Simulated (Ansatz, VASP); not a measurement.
WSe2: VASP beside Ansatz

Contents of INCAR:

```
ALGO = Normal
EDIFF = 1E-6
ENCUT = 520
GGA = PE
ISIF = 2
ISMEAR = 0
IVDW = 12
LASPH = True
LCHARG = False
LREAL = False
LWAVE = False
NBANDS = 20
NELM = 60
PREC = Accurate
SIGMA = 0.05
```

Contents of KPOINTS:

```
k-points
0
Gamma
  9 9 2
```

File POSCAR:

```
WSe2
1.0
    3.3179375931      0.0000000000      0.0000000000
   -1.6589687966      2.8734182438      0.0000000000
    0.0000000000      0.0000000000     16.6581424200
W Se
1 2
Direct
    0.0000000000      0.0000000000      0.0000000000
    0.3333333333      0.6666666667      0.0997865200
    0.3333333333      0.6666666667      0.9002134800
```

Input for Ansatz:

```yaml
crystal:
  lattice:
    - [3.3179375931, 0.0, 0.0]
    - [-1.6589687966, 2.8734182438, 0.0]
    - [0.0, 0.0, 16.65814242]
  atoms:
    - { symbol: W, position: [0.0, 0.0, 0.0] }
    - { symbol: Se, position: [0.3333333333, 0.6666666667, 0.09978652] }
    - { symbol: Se, position: [0.3333333333, 0.6666666667, 0.90021348] }
basis:
  ecutwfc: 420
kpoints:
  mp_grid: { grid: [9, 9, 2] }
hamiltonian:
  xc: pbe
  dispersion: d3bj
scf:
  occupations: { method: gaussian, width: 0.05 }
output:
  forces: true
  stress: true
  eigenvalues: true
```

Alike in both runs: task single point; functional PBE; dispersion D3(BJ); k mesh 9 × 9 × 2; occupations gaussian, width 0.05 eV; no spin polarisation.

```csv
,VASP,Ansatz
version,VASP 6.6.1,Ansatz 0.2.0
potentials or method,"VASP PAW PBE potentials, release 64 (W_sv, Se), cutoff 520 eV","scalar-relativistic, plane waves, PAW"
valence electrons in the cell,26,46
```

Ansatz gave:

```
gap on the k mesh at the Fermi level (eV) : 1.53
least direct gap on the mesh (eV)         : 1.53
rms of the force components (eV/Å)        : 0.086
```

Problem. Which values does VASP return?

Solution. gap on the k mesh at the Fermi level (eV): 1.52; least direct gap on the mesh (eV): 1.52; rms of the force components (eV/Å): 0.108.

Atom by atom the forces differ by 0.022 eV/Å (rms over components). VASP's potentials hold 26 valence electrons a cell and Ansatz's 46, so a difference there can come from the potentials and not from the codes.

Spin-orbit coupling is off throughout.
